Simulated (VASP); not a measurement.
# Ag (P6_3/mmc) in VASP: a series of runs, part 2 of 2

VASP 6.6.1. Earlier steps stand in the parts before.

## 3. Single point, PBEsol

This run uses another cell than the first one, of the same volume but with other edges.

Input file INCAR:

```
SYSTEM = Ag
PREC     = Accurate       ! precision mode
ENCUT    = 520            ! plane-wave cutoff, eV
EDIFF    = 1E-6           ! SCF threshold, eV
ISMEAR   = 0              ! smearing method
SIGMA    = 0.15           ! smearing width, eV
LREAL    = .False.        ! projectors in reciprocal space
LASPH    = .True.         ! aspherical terms in the spheres
NELM     = 60             ! most SCF steps
ALGO     = Fast           ! electronic algorithm
ISIF     = 2              ! what is computed and relaxed
LWAVE    = .False.        ! write WAVECAR
LCHARG   = .False.        ! write CHGCAR
GGA      = PS             ! functional
NBANDS   = 18             ! bands
```

Input file KPOINTS:

```
regular mesh
0
Gamma
  24 24 12
  0 0 0
```

Input file POSCAR:

```
Ag
1.0
    2.8383750075      0.0000000000      0.0000000000
   -1.4191875037      2.4581048619      0.0000000000
    0.0000000000      0.0000000000      5.1042347141
Ag
2
Direct
    0.3333333333      0.6666666667      0.2500000000
    0.6666666667      0.3333333333      0.7500000000
```

Potentials or basis: VASP PAW PBE potentials, release 64 (Ag).

Command:

```sh
$ cat potpaw_PBE.64/Ag/POTCAR > POTCAR
$ mpirun -np 1 vasp_std > vasp.out
```

OUTCAR:

```text
SYSTEM = Ag
   PREC = Accurate
   ENCUT = 520
   EDIFF = 1E-6
   ISMEAR = 0
   LREAL = .False.
   LASPH = .True.
   NELM = 60
   ISIF = 2
   GGA = PS

 ion  position               nearest neighbor table
   1  0.333  0.667  0.250-   2 3.03   2 3.03   2 3.03   2 3.03   2 3.03   2 3.03
   2  0.667  0.333  0.750-   1 3.03   1 3.03   1 3.03   1 3.03   1 3.03   1 3.03

  LATTYP: Found a hexagonal cell.
 ALAT       =     2.8383750075
 C/A-ratio  =     1.7982946935

  Lattice vectors:

 A1 = (   2.8383750075,   0.0000000000,   0.0000000000)
 A2 = (  -1.4191875037,   2.4581048619,   0.0000000000)
 A3 = (   0.0000000000,   0.0000000000,   5.1042347141)

Analysis of symmetry for initial positions (statically):
=====================================================================
 Subroutine PRICEL returns:
 Original cell was already a primitive cell.

 Routine SETGRP: Setting up the symmetry group for a
 hexagonal supercell.

 Subroutine GETGRP returns: Found 24 space group operations
 (whereof 12 operations were pure point group operations)
 out of a pool of 24 trial point group operations.

The static configuration has the point symmetry D_3d.
 The point group associated with its full space group is D_6h.

Analysis of symmetry for dynamics (positions and initial velocities):
=====================================================================
 Subroutine PRICEL returns:
 Original cell was already a primitive cell.

 Routine SETGRP: Setting up the symmetry group for a
 hexagonal supercell.

 Subroutine GETGRP returns: Found 24 space group operations
 (whereof 12 operations were pure point group operations)
 out of a pool of 24 trial point group operations.

The dynamic configuration has the point symmetry D_3d.
 The point group associated with its full space group is D_6h.

 Subroutine INISYM returns: Found 24 space group operations
 (whereof 12 operations are pure point group operations),
 and found     1 'primitive' translations

[... 115 lines left out ...]
  volume/ion in A,a.u.               =      17.81       120.16
  Fermi-wavevector in a.u.,A,eV,Ry     =   1.394276  2.634800 26.449806  1.944006
  Thomas-Fermi vector in A             =   2.517841
   LORBIT       =      0    0 simple, 1 ext, 2 COOP (PROOUT), +10 PAW based schemes
   GGA     = PS    functional components
   LHFCALC =     F    Hartree Fock is set to
   AEXX    =    0.0000 exact exchange contribution
   IVDW    =     0    specifies the selected vdW correction
   LEPSILON=     F    determine dielectric tensor
   LRPA    =     F    only Hartree local field effects (RPA)
 non-spin polarized calculation
 RMM-DIIS sequential band-by-band and
 Gauss-broadening in eV      SIGMA  =   0.15
  energy-cutoff  :      520.00
  volume of cell :       35.61
 maximum number of plane-waves:       982
 NGX is ok and might be reduce to    24

 number of electron      21.9999999 magnetization

 Free energy of the ion-electron system (eV)
  ---------------------------------------------------
  ext. energy  EPLUGINS =         0.00000000
  ---------------------------------------------------
  free energy    TOTEN  =        -6.51021707 eV

  energy without entropy =       -6.50317550  energy(sigma->0) =       -6.50669628

 E-fermi :   7.6725     XC(G=0): -12.1471

 val. band max:        7.6673592487   @ k =   0.2083   0.0000   0.1667
 cond. band min:       7.6837898371   @ k =   0.2500   0.1250   0.3333
 fundamental gap:      0.0164305884
 Fermi energy:         7.6724984125

 k-point     1 :       0.0000    0.0000    0.0000
  band No.  band energies     occupation
      1       0.1221      2.00000
      2       1.3755      2.00000
      3       2.6526      2.00000
      4       3.0690      2.00000
      5       3.0690      2.00000
      6       3.2181      2.00000
[... 481 lines left out ...]
      5       3.3283      2.00000
      6       3.4282      2.00000
[... 10 lines left out ...]
     17      18.9092      0.00000
     18      23.4657      0.00000

 [... further k-points ...]

------------------------ aborting loop because EDIFF is reached ----------------------------------------

  FORCE on cell =-STRESS in cart. coord.  units (eV):
  Direction    XX          YY          ZZ          XY          YZ          ZX
  --------------------------------------------------------------------------------------
  -------------------------------------------------------------------------------------
  Total       -0.6266792     -0.6266792     -2.3978810     -0.0000000      0.0000000     -0.0000000
  in kB      -28.1938934    -28.1938934   -107.8791212     -0.0000000      0.0000000     -0.0000000
  external PRESSURE =     -54.7556360 kB  Pullay stress =       0.0000000 kB

 VOLUME and BASIS-vectors are now :
 -----------------------------------------------------------------------------
  energy-cutoff  :      520.00
  volume of cell :       35.61
      direct lattice vectors                 reciprocal lattice vectors
     2.838375007  0.000000000  0.000000000     0.352314263  0.203408735  0.000000000
    -1.419187504  2.458104862  0.000000000     0.000000000  0.406817470  0.000000000
     0.000000000  0.000000000  5.104234714     0.000000000  0.000000000  0.195915755

 POSITION                                       TOTAL-FORCE (eV/Angst)
 -----------------------------------------------------------------------------------
     -0.00000      1.63874      1.27606        -0.000000     -0.000000      0.000000
      1.41919      0.81937      3.82818         0.000000      0.000000      0.000000
 -----------------------------------------------------------------------------------
    total drift:                               -0.000000      0.000000     -0.000000

  FREE ENERGIE OF THE ION-ELECTRON SYSTEM (eV)
  ---------------------------------------------------
  free  energy   TOTEN  =        -6.5102170652 eV

  energy  without entropy=       -6.5031754962  energy(sigma->0) =       -6.50669628
```

OSZICAR:

```text
N       E                     dE             d eps       ncg     rms          rms(c)
DAV:   1     0.123398202663E+03    0.12340E+03   -0.11685E+04 15396   0.121E+03
DAV:   2    -0.511177199485E+01   -0.12851E+03   -0.12187E+03 15964   0.266E+02
DAV:   3    -0.716861161503E+01   -0.20568E+01   -0.20494E+01 17676   0.378E+01
DAV:   4    -0.717492384590E+01   -0.63122E-02   -0.63117E-02 16780   0.206E+00
DAV:   5    -0.717497549502E+01   -0.51649E-04   -0.51649E-04 16788   0.200E-01    0.718E+00
RMM:   6    -0.653197950598E+01    0.64300E+00   -0.15765E+00 15388   0.101E+01    0.433E+00
RMM:   7    -0.651723739403E+01    0.14742E-01   -0.23833E-02 16049   0.152E+00    0.257E+00
RMM:   8    -0.651024746668E+01    0.69899E-02   -0.18264E-03 16278   0.408E-01    0.242E-01
RMM:   9    -0.651021533902E+01    0.32128E-04   -0.35130E-04 16740   0.150E-01    0.615E-02
RMM:  10    -0.651021603659E+01   -0.69756E-06   -0.48391E-05 16796   0.511E-02    0.324E-02
RMM:  11    -0.651021682641E+01   -0.78982E-06   -0.11298E-05 14943   0.203E-02    0.131E-02
RMM:  12    -0.651021706517E+01   -0.23876E-06   -0.36826E-06 13131   0.142E-02
   1 F= -.65102171E+01 E0= -.65066963E+01  d E =-.704157E-02
```

stdout:

```text
POSCAR found type information on POSCAR Ag
 POSCAR found :  1 types and       2 ions
 scaLAPACK will be used
 -----------------------------------------------------------------------------
|                                                                             |
|                                                                             |
|     You enforced a specific xc type in the INCAR file but a different       |
|     I HOPE YOU KNOW WHAT YOU ARE DOING!                                     |
|                                                                             |
 -----------------------------------------------------------------------------

 LDA part: xc-table for (Slater+PW92), standard interpolation
 POSCAR, INCAR and KPOINTS ok, starting setup
 FFT: planning ... GRIDC
 FFT: planning ... GRID_SOFT
 FFT: planning ... GRID
 WAVECAR not read
 entering main loop
```

Wall time 1.9 min (1 thread of AMD EPYC 9R45 (Zen 5), shared host); peak memory 0.31 GiB.

Results:

| Property | Result |
| --- | --- |
| Free energy | -6.5102 eV |
| Pressure | -5.5 GPa |
| Band gap on the k mesh | zero (bands 11 and 12 overlap by 7.71 eV) |

Stress tensor (GPa, compression positive):
```
 -2.82   0.00   0.00
  0.00  -2.82   0.00
  0.00   0.00 -10.79
```

Levels at points of the mesh, in eV from the Fermi level:
```tsv
k point	band 7	band 8	band 9	band 10	band 11	band 12	band 13	band 14	band 15	band 16
(0.00, 0.00, 0.00)	-4.45	-3.71	-3.71	-3.07	-3.07	-0.97	2.11	15.24	16.20	17.93
(0.50, 0.00, 0.00)	-3.59	-3.04	-2.72	-2.65	0.33	1.79	6.15	6.55	8.47	9.65
(0.00, 0.00, 0.50)	-4.58	-4.58	-3.32	-3.32	-3.32	-3.32	8.80	8.80	16.54	16.54
(0.50, 0.00, 0.50)	-3.15	-3.15	-2.68	-2.68	0.86	0.86	4.57	4.57	12.51	12.51
```

Caveat: the cell stands under tension; the PAW data sets were made with another functional, which shifts forces and pressure a little.
